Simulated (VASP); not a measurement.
Runs of VASP 6.6.1 on SrO. The structure is that of space group P6_3/mmc (No. 194), or close to it. The cells are those of the table. 

| task | level | cell | cutoff (eV) | gap on the mesh (eV) | pressure (GPa) | relaxed volume (Å³/atom) | largest force (eV/Å) |
| --- | --- | --- | --- | --- | --- | --- | --- |
| relaxation of cell and atoms | PBEsol+D3(BJ) | relaxed from a = 4.275, b = 4.275, c = 5.156 Å, angles 90.0, 90.0, 120.0°, 4 atoms | 600 | (b) | 0.0 | 19.50 | 0.01 |
| relaxation of cell and atoms | PBEsol | relaxed from a = 4.275, b = 4.275, c = 5.156 Å, angles 90.0, 90.0, 120.0°, 4 atoms | 600 | (a) | 0.0 | 19.96 | 0.01 |
| single point | PBEsol | a = 4.236, b = 4.236, c = 5.110 Å, angles 90.0, 90.0, 120.0°, 4 atoms | 520 | 2.59 | 0.6 | - | - |
| single point | PBEsol+D3(BJ) | a = 4.198, b = 4.198, c = 5.073 Å, angles 90.0, 90.0, 120.0°, 4 atoms | 520 | 2.67 | 0.6 | - | - |
| single point | BLYP+D3(BJ) | a = 4.252, b = 4.252, c = 5.157 Å, angles 90.0, 90.0, 120.0°, 4 atoms | 520 | 2.84 | 0.5 | - | - |
| relaxation of cell and atoms | BLYP+D3(BJ) | relaxed from a = 4.275, b = 4.275, c = 5.156 Å, angles 90.0, 90.0, 120.0°, 4 atoms | 600 | 2.82 | 0.0 | 20.30 | 0.01 |

Alike in all rows: potentials or basis VASP PAW PBE potentials, release 64 (Sr_sv, O); no spin polarisation; k mesh 6 × 6 × 4; smearing fermi-dirac 0.01 eV.

Question: Estimate the missing entries.

Answer: (a) 2.57; (b) 2.65.

Caveats: the PAW data sets were made with another functional, which shifts forces and pressure a little.

A k mesh can miss the band edges, and the runs leave out spin-orbit coupling on Sr.
